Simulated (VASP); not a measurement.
# AgBr (Fm-3m) in VASP: notebook

The runs below take AgBr through single point, relaxation of cell and atoms, with PBEsol.

Program: VASP 6.6.1. These are calculated values, not measurements. Logs are shortened: lines on timing, memory, paths and dates and some standing lists are left out, and cuts for length are marked.

### 1 The cell of the first run

The structure is cubic, space group Fm-3m (No. 225). Conventional cell: a = 5.609 Å, b = 5.609 Å, c = 5.609 Å, α = 90.00°, β = 90.00°, γ = 90.00°. Ag (site symmetry m-3m) has 6 Br at 2.80 Å within 3.7 Å. Within 3.7 Å of Br (site symmetry m-3m) lie 6 Ag at 2.80 Å.

### 2 Single point, PBEsol

File INCAR:

```
ALGO     = Normal         # electronic algorithm
EDIFF    = 1E-6           # SCF threshold, eV
ENCUT    = 500            # plane-wave cutoff, eV
GGA      = PS             # functional
GGA_COMPAT= False        
ISIF     = 2              # what is computed and relaxed
ISMEAR   = 0              # smearing method
LASPH    = True           # aspherical terms in the spheres
LCHARG   = False          # write CHGCAR
LREAL    = False          # projectors in reciprocal space
LWAVE    = False          # write WAVECAR
NBANDS   = 16             # bands
NELM     = 120            # most SCF steps
PREC     = Accurate       # precision mode
SIGMA    = 0.01           # smearing width, eV
```

File KPOINTS:

```
k-points
0
Gamma
  8 8 8
```

File POSCAR:

```
AgBr
1.0
    2.8043637235      2.8043637235      0.0000000000
   -2.8043637235      2.8043637235      0.0000000000
    0.0000000000      2.8043637235      2.8043637235
Ag Br
1 1
Direct
    0.0000000000      0.0000000000      0.0000000000
    0.5000000000      0.5000000000      0.0000000000
```

Potentials or basis: VASP PAW PBE potentials, release 64 (Ag, Br).

Launch:

```bash
> cat potpaw_PBE.64/Ag/POTCAR potpaw_PBE.64/Br/POTCAR > POTCAR
> mpirun -np 1 vasp_std > vasp.out
```

OUTCAR:

```text
EDIFF = 1E-6
   ENCUT = 500
   GGA = PS
   ISIF = 2
   ISMEAR = 0
   LASPH = True
   LREAL = False
   NELM = 120
   PREC = Accurate

 ion  position               nearest neighbor table
   1  0.000  0.000  0.000-   2 2.80   2 2.80   2 2.80   2 2.80   2 2.80   2 2.80
   2  0.500  0.500  0.000-   1 2.80   1 2.80   1 2.80   1 2.80   1 2.80   1 2.80

  LATTYP: Found a face centered cubic cell.
 ALAT       =     5.6087274470

  Lattice vectors:

 A1 = (   0.0000000000,   2.8043637235,   2.8043637235)
 A2 = (   2.8043637235,   0.0000000000,   2.8043637235)
 A3 = (   2.8043637235,   2.8043637235,   0.0000000000)

Analysis of symmetry for initial positions (statically):
=====================================================================
 Subroutine PRICEL returns:
 Original cell was already a primitive cell.

 Routine SETGRP: Setting up the symmetry group for a
 face centered cubic supercell.

 Subroutine GETGRP returns: Found 48 space group operations
 (whereof 48 operations were pure point group operations)
 out of a pool of 48 trial point group operations.

The static configuration has the point symmetry O_h .

Analysis of symmetry for dynamics (positions and initial velocities):
=====================================================================
 Subroutine PRICEL returns:
 Original cell was already a primitive cell.

 Routine SETGRP: Setting up the symmetry group for a
 face centered cubic supercell.

 Subroutine GETGRP returns: Found 48 space group operations
 (whereof 48 operations were pure point group operations)
 out of a pool of 48 trial point group operations.

The dynamic configuration has the point symmetry O_h .

 Subroutine INISYM returns: Found 48 space group operations
 (whereof 48 operations are pure point group operations),
 and found     1 'primitive' translations

----------------------------------------------------------------------------------------

                                     Primitive cell

  volume of cell :      44.1096

  direct lattice vectors                    reciprocal lattice vectors
     2.804363723  2.804363723  0.000000000     0.178293563  0.178293563 -0.178293563
    -2.804363723  2.804363723  0.000000000    -0.178293563  0.178293563 -0.178293563
     0.000000000  2.804363723  2.804363723     0.000000000  0.000000000  0.356587126

  length of vectors
     3.965969212  3.965969212  3.965969212     0.308813510  0.308813510  0.356587126

  position of ions in fractional coordinates (direct lattice)
     0.000000000  0.000000000  0.000000000
     0.500000000  0.500000000  0.000000000

[... 78 lines left out ...]
   EDIFFG = 0.1E-04   stopping-criterion for IOM
   NSW    =      0    number of steps for IOM
   IBRION =     -1    ionic relax: 0-MD 1-quasi-New 2-CG
   NFREE  =      0    steps in history (QN), initial steepest desc. (CG)
   ISIF   =      2    stress and relaxation
   ISYM   =      2    0-nonsym 1-usesym 2-fastsym
   POTIM  = 0.5000    time-step for ionic-motion
   TEBEG  =    0.0;   TEEND  =   0.0 temperature during run
   PSTRESS=    0.0 pullay stress
   NELECT =      18.0000    total number of electrons
   NUPDOWN=      -1.0000    fix difference up-down
   EMIN   =  10.00;   EMAX   =-10.00  energy-range for DOS
   EFERMI =   0.00;   METHOD = LEGACY
   ISMEAR =     0;   SIGMA  =   0.01  broadening in eV -4-tet -1-fermi 0-gaus
   EFERMI_NEDOS =   21; number of points for ismear=-14 and -15
   IALGO  =     38    algorithm
   IMIX   =      4    mixing-type and parameters
     AMIX     =   0.40;   BMIX     =  1.00
     AMIX_MAG =   1.60;   BMIX_MAG =  1.00
  volume/ion in A,a.u.               =      22.05       148.83
  Fermi-wavevector in a.u.,A,eV,Ry     =   1.214287  2.294670 20.061692  1.474493
  Thomas-Fermi vector in A             =   2.349712
   LORBIT       =      0    0 simple, 1 ext, 2 COOP (PROOUT), +10 PAW based schemes
   GGA     = PS    functional components
   LHFCALC =     F    Hartree Fock is set to
   AEXX    =    0.0000 exact exchange contribution
   IVDW    =     0    specifies the selected vdW correction
   LEPSILON=     F    determine dielectric tensor
   LRPA    =     F    only Hartree local field effects (RPA)
 non-spin polarized calculation
 Gauss-broadening in eV      SIGMA  =   0.01
  energy-cutoff  :      500.00
  volume of cell :       44.11
 maximum number of plane-waves:      1139
 NGX is ok and might be reduce to    30
   NGX = 15   NGY = 15   NGZ = 15

 number of electron      17.9999999 magnetization

 Free energy of the ion-electron system (eV)
  ---------------------------------------------------
  ext. energy  EPLUGINS =         0.00000000
  ---------------------------------------------------
  free energy    TOTEN  =        -5.68884754 eV

  energy without entropy =       -5.68884754  energy(sigma->0) =       -5.68884754

 E-fermi :   4.4784     XC(G=0): -10.4434

 val. band max:        4.3898635002   @ k =   0.5000   0.0000   0.0000
 cond. band min:       4.8894369525   @ k =   0.0000   0.0000   0.0000
 fundamental gap:      0.4995734523
 Fermi energy:         4.4784454224

 k-point     1 :       0.0000    0.0000    0.0000
  band No.  band energies     occupation
      1     -11.2010      2.00000
      2       1.2395      2.00000
      3       1.2395      2.00000
      4       1.2395      2.00000
      5       1.2413      2.00000
      6       1.2413      2.00000
[... 433 lines left out ...]
      3      -0.2223      2.00000
      4      -0.1643      2.00000
      5       1.5564      2.00000
      6       1.6210      2.00000
[... 8 lines left out ...]
     15      17.1225      0.00000
     16      18.8533      0.00000

 [... further k-points ...]

------------------------ aborting loop because EDIFF is reached ----------------------------------------

  FORCE on cell =-STRESS in cart. coord.  units (eV):
  Direction    XX          YY          ZZ          XY          YZ          ZX
  --------------------------------------------------------------------------------------
  -------------------------------------------------------------------------------------
  Total        0.5453731      0.5453731      0.5453731     -0.0000000     -0.0000000      0.0000000
  in kB       19.8093983     19.8093983     19.8093983     -0.0000000     -0.0000000      0.0000000
  external PRESSURE =      19.8093983 kB  Pullay stress =       0.0000000 kB

 VOLUME and BASIS-vectors are now :
 -----------------------------------------------------------------------------
  energy-cutoff  :      500.00
  volume of cell :       44.11
      direct lattice vectors                 reciprocal lattice vectors
     2.804363723  2.804363723  0.000000000     0.178293563  0.178293563 -0.178293563
    -2.804363723  2.804363723  0.000000000    -0.178293563  0.178293563 -0.178293563
     0.000000000  2.804363723  2.804363723     0.000000000  0.000000000  0.356587126

 POSITION                                       TOTAL-FORCE (eV/Angst)
 -----------------------------------------------------------------------------------
      0.00000      0.00000      0.00000        -0.000000      0.000000      0.000000
      0.00000      2.80436      0.00000         0.000000     -0.000000      0.000000
 -----------------------------------------------------------------------------------
    total drift:                               -0.000000     -0.000000      0.000000

  FREE ENERGIE OF THE ION-ELECTRON SYSTEM (eV)
  ---------------------------------------------------
  free  energy   TOTEN  =        -5.6888475421 eV

  energy  without entropy=       -5.6888475421  energy(sigma->0) =       -5.68884754
```

OSZICAR:

```text
N       E                     dE             d eps       ncg     rms          rms(c)
DAV:   1     0.967646767947E+02    0.96765E+02   -0.81957E+03   936   0.974E+02
DAV:   2    -0.251987219578E+01   -0.99285E+02   -0.92138E+02  1152   0.214E+02
DAV:   3    -0.580237941356E+01   -0.32825E+01   -0.32764E+01  1136   0.409E+01
DAV:   4    -0.581920800183E+01   -0.16829E-01   -0.16828E-01  1152   0.314E+00
DAV:   5    -0.581936364148E+01   -0.15564E-03   -0.15564E-03  1192   0.294E-01    0.768E+00
DAV:   6    -0.569320045909E+01    0.12616E+00   -0.27314E-01  1136   0.722E+00    0.497E+00
DAV:   7    -0.568964783058E+01    0.35526E-02   -0.44117E-02  1048   0.141E+00    0.192E+00
DAV:   8    -0.568889728292E+01    0.75055E-03   -0.26706E-03  1128   0.514E-01    0.272E-01
DAV:   9    -0.568884124558E+01    0.56037E-04   -0.31463E-04  1136   0.196E-01    0.449E-02
DAV:  10    -0.568884427784E+01   -0.30323E-05   -0.12710E-05  1168   0.481E-02    0.160E-02
DAV:  11    -0.568884776919E+01   -0.34914E-05   -0.56020E-06  1144   0.191E-02    0.667E-03
DAV:  12    -0.568884754215E+01    0.22705E-06   -0.27391E-07   568   0.565E-03
   1 F= -.56888475E+01 E0= -.56888475E+01  d E =-.736521E-38
```

Wall time 8.6 s (1 thread of Intel Xeon 6975P-C (Granite Rapids), shared host); peak memory 0.17 GiB.

Results:

```yaml
Free_energy: -5.6888 eV
Pressure: 2.0 GPa
Band_gap_on_the_k_mesh: 0.50 eV (least direct gap 2.71 eV)
```

Levels at points of the mesh, in eV from the valence-band top:
| k point | band 7 | band 8 | band 9 | band 10 | band 11 | band 12 |
| --- | --- | --- | --- | --- | --- | --- |
| (0.00, 0.00, 0.00) | -2.21 | -2.21 | -2.21 | 0.50 | 9.79 | 9.79 |
| (0.50, 0.00, 0.00) | -2.40 | 0.00 | 0.00 | 3.34 | 6.49 | 6.49 |
| (0.50, 0.50, 0.00) | -2.65 | -2.65 | -2.50 | 1.31 | 6.78 | 9.19 |

Caveat: the PAW data sets were made with another functional, which shifts forces and pressure a little.

### 3 Single point, PBEsol

This run uses another cell than the first one, of 23.86 Å³/atom.

File INCAR:

```
SYSTEM = AgBr
ALGO     = Normal         ! electronic algorithm
EDIFF    = 1E-6           ! SCF threshold, eV
ENCUT    = 500            ! plane-wave cutoff, eV
GGA      = PS             ! functional
GGA_COMPAT= .FALSE.      
ISIF     = 2              ! what is computed and relaxed
ISMEAR   = 0              ! smearing method
LASPH    = .TRUE.         ! aspherical terms in the spheres
LCHARG   = .FALSE.        ! write CHGCAR
LREAL    = .FALSE.        ! projectors in reciprocal space
LWAVE    = .FALSE.        ! write WAVECAR
NBANDS   = 16             ! bands
NELM     = 120            ! most SCF steps
PREC     = Accurate       ! precision mode
SIGMA    = 0.01           ! smearing width, eV
```

File KPOINTS:

```
k-points
0
G
  8 8 8
  0 0 0
```

File POSCAR:

```
AgBr
1.0
    2.8789632817      2.8789632817      0.0000000000
   -2.8789632817      2.8789632817      0.0000000000
    0.0000000000      2.8789632817      2.8789632817
Ag Br
1 1
Direct
    0.0000000000      0.0000000000      0.0000000000
    0.5000000000      0.5000000000      0.0000000000
```

Potentials or basis: VASP PAW PBE potentials, release 64 (Ag, Br).

Launch:

```bash
> cat potpaw_PBE.64/Ag/POTCAR potpaw_PBE.64/Br/POTCAR > POTCAR
> mpirun -np 1 vasp_std > vasp.out
```

Run time: 8.7 s. Hardware: 1 thread of Intel Xeon 6975P-C (Granite Rapids), shared host; peak memory 0.17 GiB.

Results (log left out):

```yaml
Free_energy: -5.6846 eV
Pressure: -2.1 GPa
Band_gap_on_the_k_mesh: 0.51 eV (least direct gap 2.42 eV)
```

Levels at points of the mesh, in eV from the valence-band top:
```
           k point  band 7  band 8  band 9  band 10  band 11  band 12
(0.00, 0.00, 0.00)   -1.92   -1.92   -1.92     0.51     9.81     9.81
(0.50, 0.00, 0.00)   -2.14    0.00    0.00     3.57     6.46     6.65
(0.50, 0.50, 0.00)   -2.37   -2.37   -2.28     1.49     6.92     8.87
```

Caveat: the PAW data sets were made with another functional, which shifts forces and pressure a little. A k mesh can miss the band edges.

### 4 Relaxation of cell and atoms, PBEsol, target pressure -2 GPa, at which the enthalpy is minimised

This run uses another cell than the first one, of 22.85 Å³/atom.

File INCAR:

```
PREC = Accurate ; ENCUT = 500
EDIFF = 1E-7 ; ISMEAR = 0
SIGMA = 0.01 ; LREAL = F
LASPH = T ; NELM = 120
ALGO = Normal ; ISIF = 3
LWAVE = F ; LCHARG = F
GGA = PS ; IBRION = 2
NSW = 100 ; EDIFFG = -0.002
PSTRESS = -20.0 ; GGA_COMPAT = F
NELMIN = 4
```

File KPOINTS:

```
Automatic mesh
0
Gamma
  8 8 8
```

File POSCAR:

```
AgBr
1.0
    2.8376951687      2.8376951687      0.0000000000
   -2.8376951687      2.8376951687      0.0000000000
    0.0000000000      2.8376951687      2.8376951687
Ag Br
1 1
Direct
    0.0000000000      0.0000000000      0.0000000000
    0.5000000000      0.5000000000      0.0000000000
```

Potentials or basis: VASP PAW PBE potentials, release 64 (Ag, Br).

Launch:

```bash
> cat potpaw_PBE.64/Ag/POTCAR potpaw_PBE.64/Br/POTCAR > POTCAR
> mpirun -np 1 vasp_std > vasp.out
```

OUTCAR:

```text
PREC = Accurate
   ENCUT = 500
   EDIFF = 1E-7
   ISMEAR = 0
   LREAL = F
   LASPH = T
   NELM = 120
   ISIF = 3
   GGA = PS
   IBRION = 2
   NSW = 100
   EDIFFG = -0.002
   PSTRESS = -20.0
   NELMIN = 4

 ion  position               nearest neighbor table
   1  0.000  0.000  0.000-   2 2.84   2 2.84   2 2.84   2 2.84   2 2.84   2 2.84
   2  0.500  0.500  0.000-   1 2.84   1 2.84   1 2.84   1 2.84   1 2.84   1 2.84

  LATTYP: Found a face centered cubic cell.
 ALAT       =     5.6753903374

  Lattice vectors:

 A1 = (   0.0000000000,   2.8376951687,   2.8376951687)
 A2 = (   2.8376951687,   0.0000000000,   2.8376951687)
 A3 = (   2.8376951687,   2.8376951687,   0.0000000000)

Analysis of symmetry for initial positions (statically):
=====================================================================
 Subroutine PRICEL returns:
 Original cell was already a primitive cell.

 Routine SETGRP: Setting up the symmetry group for a
 face centered cubic supercell.

 Subroutine GETGRP returns: Found 48 space group operations
 (whereof 48 operations were pure point group operations)
 out of a pool of 48 trial point group operations.

The static configuration has the point symmetry O_h .

[... 172 lines left out ...]
  external PRESSURE =      19.3891788 kB  Pullay stress =     -20.0000000 kB
[... 63 lines left out ...]
--------------------------------------- Ionic step        3  -------------------------------------------

 number of electron      18.0000003 magnetization

 Free energy of the ion-electron system (eV)
  ---------------------------------------------------
  ext. energy  EPLUGINS =         0.00000000
  ---------------------------------------------------
  free energy    TOTEN  =        -5.68517258 eV

  energy without entropy =       -5.68517258  energy(sigma->0) =       -5.68517258

 E-fermi :   3.4466     XC(G=0): -10.0483

 val. band max:        3.4051085846   @ k =   0.5000   0.0000   0.0000
 cond. band min:       3.9100373645   @ k =   0.0000   0.0000   0.0000
 fundamental gap:      0.5049287799
 Fermi energy:         3.4466338775

 k-point     1 :       0.0000    0.0000    0.0000
  band No.  band energies     occupation
      1     -11.6580      2.00000
      2       0.6155      2.00000
      3       0.6155      2.00000
      4       0.6165      2.00000
      5       0.6165      2.00000
      6       0.6165      2.00000
      7       1.4838      2.00000
      8       1.4838      2.00000
      9       1.4838      2.00000
     10       3.9100      0.00000
     11      13.2169      0.00000
     12      13.2169      0.00000
     13      13.2169      0.00000
[... 354 lines left out ...]
  band No.  band energies     occupation
      1     -11.1812      2.00000
      2      -1.4453      2.00000
      3      -0.6719      2.00000
      4      -0.6351      2.00000
      5       0.8749      2.00000
      6       0.9322      2.00000
      7       1.2111      2.00000
      8       2.1977      2.00000
      9       2.7883      2.00000
     10       7.7960      0.00000
     11       8.4955      0.00000
     12      11.1089      0.00000
     13      11.1780      0.00000

 [... further k-points ...]

------------------------ aborting loop because EDIFF is reached ----------------------------------------

  FORCE on cell =-STRESS in cart. coord.  units (eV):
  Direction    XX          YY          ZZ          XY          YZ          ZX
  --------------------------------------------------------------------------------------
  -------------------------------------------------------------------------------------
  Total       -0.5942668     -0.5942668     -0.5942668      0.0000000      0.0000000      0.0000000
  in kB      -19.9804999    -19.9804999    -19.9804999      0.0000000      0.0000000      0.0000000
  external PRESSURE =       0.0195001 kB  Pullay stress =     -20.0000000 kB
[... 21 lines left out ...]
  energy  without entropy=       -5.6851725824  energy(sigma->0) =       -5.68517258

  enthalpy is  TOTEN    =        -6.2800194009 eV   P V=       -0.5948468185

 reached required accuracy - stopping structural energy minimisation
```

Run time: 18 s. Hardware: 1 thread of Intel Xeon 6975P-C (Granite Rapids), shared host; peak memory 0.18 GiB.

Results:

```
Free energy                                                : -5.6852 eV
Relaxed volume                                             : 23.83 Å³/atom
Relaxed cell                                               : a = 4.069 Å, b = 4.069 Å, c = 4.069 Å, α = 60.00°, β = 60.00°, γ = 90.00°
Space group after relaxing (to 0.1 Å)                      : Fm-3m (No. 225)
Energy change on relaxing (the run minimises the enthalpy) : +6.5 meV/atom
Ionic steps                                                : 3
Pressure after relaxing                                    : -2.0 GPa
Band gap on the k mesh                                     : 0.50 eV (least direct gap 2.43 eV)
```

The path:
```
step  energy change (eV)  largest force (eV/Å)  pressure (GPa)  volume (Å³)
   1              0.0000                0.0000           -0.06        45.70
   2              0.0119                0.0000           -1.92        47.55
   3              0.0131                0.0000           -2.00        47.65
```

Final structure:
```
CELL_PARAMETERS angstrom
2.87752 2.87752 0.00000
-2.87752 2.87752 0.00000
0.00000 2.87752 2.87752
ATOMIC_POSITIONS crystal
Ag 0.00000 0.00000 0.00000
Br 0.50000 0.50000 0.00000
```

Caveat: the cell is relaxed towards a set pressure, so the run minimises the enthalpy, not the energy; the PAW data sets were made with another functional, which shifts forces and pressure a little. A k mesh can miss the band edges.

### 5 Overview

| task | cell | gap on the mesh (eV) | pressure (GPa) |
| --- | --- | --- | --- |
| single point | a = 3.966 Å, angles 60.0, 60.0, 90.0°, 2 atoms | 0.50 | 2.0 |
| single point | a = 4.071 Å, angles 60.0, 60.0, 90.0°, 2 atoms | 0.51 | -2.1 |
| relaxation of cell and atoms | relaxed to -2 GPa from a = 4.013 Å, angles 60.0, 60.0, 90.0°, 2 atoms | 0.50 | -2.0 |

Alike in all rows: level PBEsol; potentials or basis VASP PAW PBE potentials, release 64 (Ag, Br); no spin polarisation; k mesh 8 × 8 × 8; cutoff (eV) 500; smearing gaussian 0.01 eV.

Caveats: the PAW data sets were made with another functional, which shifts forces and pressure a little; the cell is relaxed towards a set pressure, so the run minimises the enthalpy, not the energy (at least some runs).

Total energies depend on the potentials used, so only differences within one code and one set of settings carry meaning.
